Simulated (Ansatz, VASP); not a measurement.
# Two plane-wave programs on HfN

Contents of INCAR:

```
  PREC = Accurate
  ENCUT = 520
  EDIFF = 1E-6
  ISMEAR = 0
  SIGMA = 0.15
  LREAL = F
  LASPH = T
  NELM = 60
  ALGO = Normal
  ISIF = 2
  LWAVE = F
  LCHARG = F
  GGA = PS
  NBANDS = 14
```

File KPOINTS:

```
Automatic mesh
0
Gamma
  16 16 16
```

File POSCAR:

```
HfN
1.0
    0.0000000000      2.4548220000      2.4548220000
    2.4548220000      0.0000000000      2.4548220000
    2.4548220000      2.4548220000      0.0000000000
Hf N
1 1
Direct
    0.0178220661      0.0178220661     -0.0178220661
    0.7500000000      0.7500000000      0.7500000000
```

Input for Ansatz:

```yaml
crystal:
  lattice:
    - [0.0, 2.454822, 2.454822]
    - [2.454822, 0.0, 2.454822]
    - [2.454822, 2.454822, 0.0]
  atoms:
    - { symbol: Hf, position: [0.0178220661, 0.0178220661, -0.0178220661] }
    - { symbol: "N", position: [0.75, 0.75, 0.75] }
basis:
  ecutwfc: 420
kpoints:
  mp_grid: { grid: [16, 16, 16] }
hamiltonian:
  xc: pbesol
scf:
  occupations: { method: gaussian, width: 0.15 }
output:
  forces: true
  stress: true
  eigenvalues: true
```

Change from the starting cell: all Hf atoms moved +0.087 Å, as atom 1 along Cartesian [0 0 1].

Alike in both runs: task single point; functional PBEsol; k mesh 16 × 16 × 16; occupations gaussian, width 0.15 eV; no spin polarisation.

|  | VASP | Ansatz |
| --- | --- | --- |
| version | VASP 6.6.1 | Ansatz 0.2.0 |
| potentials or method | VASP PAW PBE potentials, release 64 (Hf_pv, N), cutoff 520 eV | scalar-relativistic, plane waves, PAW |
| valence electrons in the cell | 15 | 31 |

|  | VASP | Ansatz | Ansatz less VASP |
| --- | --- | --- | --- |
| gap on the k mesh at the Fermi level (eV) | none | none | - |
| pressure (GPa) | -5.1 | -4.2 | +0.87 |
| traceless stress, the component that is largest in VASP (GPa) | -4.60 | -4.60 | 0.000 |
| rms of the force components (eV/Å) | 0.580 | 0.578 | -0.0024 |

VASP's potentials were made for PBE, not for PBEsol. Atom by atom the forces differ by 0.002 eV/Å (rms over components). A gap of «none» marks a metal or a gap that the smearing closes. VASP's potentials hold 15 valence electrons a cell and Ansatz's 31, so a difference there can come from the potentials and not from the codes.

Spin-orbit coupling is off throughout.
